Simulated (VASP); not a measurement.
Write the native input for VASP 6.6.1 that does the following.

```
Task                   : relaxation of cell and atoms
Functional             : LDA
Potentials or basis    : VASP PAW LDA potentials, release 64 (C)
Cutoff                 : 600 eV
k mesh                 : 8 × 8 × 8
Occupations            : fermi-dirac, width 0.05 eV
Spin                   : no spin polarisation
Dipole correction      : no
Further INCAR settings : ALGO = Normal; EDIFF = 1e-07; IBRION = 2; EDIFFG = -0.01; NSW = 80; ISIF = 3
```

The structure of C lies in POSCAR:

```
C
1.0
    1.2280290000      0.7090030000      3.3470110000
   -1.2280290000      0.7090030000      3.3470110000
    0.0000000000     -1.4180050000      3.3470110000
C
2
Direct
    0.8360000000      0.8360000000      0.8360000000
    0.1640000000      0.1640000000      0.1640000000
```

The input as run:

INCAR

```
SYSTEM = C
PREC = Accurate ; ENCUT = 600
EDIFF = 1E-7 ; ISMEAR = -1
SIGMA = 0.05 ; LREAL = .FALSE.
LASPH = .TRUE. ; NELM = 120
ALGO = Normal ; ISIF = 3
LWAVE = .FALSE. ; LCHARG = .FALSE.
GGA = CA ; IBRION = 2
NSW = 80 ; EDIFFG = -0.01
GGA_COMPAT = .FALSE. ; NELMIN = 4
```

KPOINTS

```
Automatic mesh
0
G
  8 8 8
  0 0 0
```

Potentials or basis: VASP PAW LDA potentials, release 64 (C).

Launch:

```bash
$ cat potpaw_LDA.64/C/POTCAR > POTCAR
$ mpirun -np 1 vasp_std > vasp.out
```

Results of the run:

```yaml
Relaxed_volume: 8.48 Å³/atom
Relaxed_cell: a = 3.564 Å, b = 3.564 Å, c = 3.564 Å, α = 40.13°, β = 40.13°, γ = 40.13°
Space_group_after_relaxing_to_0.1_Å: R-3m (No. 166)
Energy_gained_by_relaxing: 13.5 meV/atom
Ionic_steps: 11
Pressure_after_relaxing: 0.1 GPa
Largest_force_after_relaxing: 0.005 eV/Å
```

Wall time 46 s on 1 thread of Intel(R) Xeon(R) 6975P-C (Granite Rapids), on a shared host, peak memory 0.14 GiB.
